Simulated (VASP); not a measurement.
KCl3: single point with PBEsol

The system is KCl3.

```xyz
4
Lattice="-2.1307 2.1307 7.2692 2.1307 -2.1307 7.2692 2.1307 2.1307 -7.2692" Properties=species:S:1:pos:R:3 pbc="T T T"
K     0.0000    0.0000    0.0000
Cl    0.0000    2.1307    3.6346
Cl    2.1307    0.0000    3.6346
Cl    0.0000    0.0000    7.2692
```

This cell differs from its parent crystal: strained.

- Program: VASP 6.6.1
- Task: single point
- Functional: PBEsol
- Potentials or basis: VASP PAW PBE potentials, release 64 (K_sv, Cl)
- Cutoff: 520 eV
- k mesh: 14 × 14 × 14
- Occupations: gaussian, width 0.1 eV
- Spin: no spin polarisation

```
Pressure               : -2.8 GPa
Band gap on the k mesh : zero (bands 15 and 16 overlap by 0.92 eV)
```

Stress tensor (GPa, compression positive):
```
-3.81  0.00  0.00
 0.00 -3.81  0.00
 0.00  0.00 -0.70
```

Levels at points of the mesh, in eV from the Fermi level:
```csv
k point,band 12,band 13,band 14,band 15,band 16,band 17,band 18,band 19
"(0.00, 0.00, 0.00)",-0.05,-0.04,-0.04,0.33,0.33,5.64,7.24,8.11
"(0.50, 0.00, 0.00)",-1.36,-1.19,-0.83,-0.34,-0.11,7.96,8.09,8.70
"(0.50, 0.50, 0.00)",-0.43,-0.32,-0.09,0.75,0.75,7.70,7.72,8.37
"(0.50, 0.50, 0.50)",-0.29,-0.03,-0.03,0.32,0.32,6.69,7.13,7.59
```

Wall time 22 min on 1 thread of Intel(R) Xeon(R) 6975P-C (Granite Rapids), on a shared host, peak memory 0.88 GiB.

Caveat: the cell differs from its parent crystal (strained); the PAW data sets were made with another functional, which shifts forces and pressure a little.
